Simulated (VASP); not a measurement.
# LaB6: single point with r2SCAN+D3(BJ)

The system is LaB6.

```xyz
7
Lattice="4.1690 0.0000 0.0000 0.0000 4.1690 0.0000 0.0000 0.0000 4.1690" Properties=species:S:1:pos:R:3 pbc="T T T"
La    0.0000    0.0000    0.0000
B     0.8329    2.0845    2.0845
B     3.3361    2.0845    2.0845
B     2.0845    2.0845    0.8329
B     2.0845    2.0845    3.3361
B     2.0845    0.8329    2.0845
B     2.0845    3.3361    2.0845
```

This cell differs from its parent crystal: volume scaled by 1.02.

```
Program                : VASP 6.6.1
Task                   : single point
Functional             : r2SCAN
Dispersion             : D3(BJ)
Potentials or basis    : VASP PAW PBE potentials, release 64 (La, B)
Cutoff                 : 520 eV
k mesh                 : 6 × 6 × 6
Occupations            : gaussian, width 0.05 eV
Spin                   : no spin polarisation
Dipole correction      : no
Further INCAR settings : ALGO = Normal; EDIFF = 1e-06; NBANDS = 24
```

The pressure is -4.1 GPa and the largest force is 0.058 eV/Å. The dispersion energy per atom is -0.119 eV.

Forces in eV/Å, atoms in the order of the input:
```
La   0.000  0.000  0.000
B    0.058  0.000  0.000
B   -0.058  0.000  0.000
B    0.000  0.000  0.058
B    0.000  0.000 -0.058
B    0.000  0.058  0.000
B    0.000 -0.058  0.000
```

Levels at points of the mesh, in eV from the Fermi level:
```
           k point  band 11  band 12  band 13  band 14  band 15  band 16  band 17  band 18
(0.00, 0.00, 0.00)    -7.56    -2.04    -2.04    -2.04     0.19     0.19     0.19     1.54
(0.50, 0.00, 0.00)    -3.77    -3.77    -3.47    -2.58    -1.64     1.55     1.55     1.60
(0.50, 0.50, 0.00)    -4.75    -4.75    -3.14    -3.14     1.09     1.09     2.09     2.12
(0.50, 0.50, 0.50)    -5.13    -2.61    -2.61    -2.61     1.58     1.89     1.89     1.89
```

It took 82 s on 1 thread of AMD EPYC 9R45 96-Core Processor (Zen 5), on a shared host, peak memory 0.19 GiB.

Caveat: three body term missing; the PAW data sets were made with another functional, which shifts forces and pressure a little; spin-orbit coupling is left out, which moves the levels of the heavy elements; pairwise dispersion overbinds metals, which lowers pressure and volume.
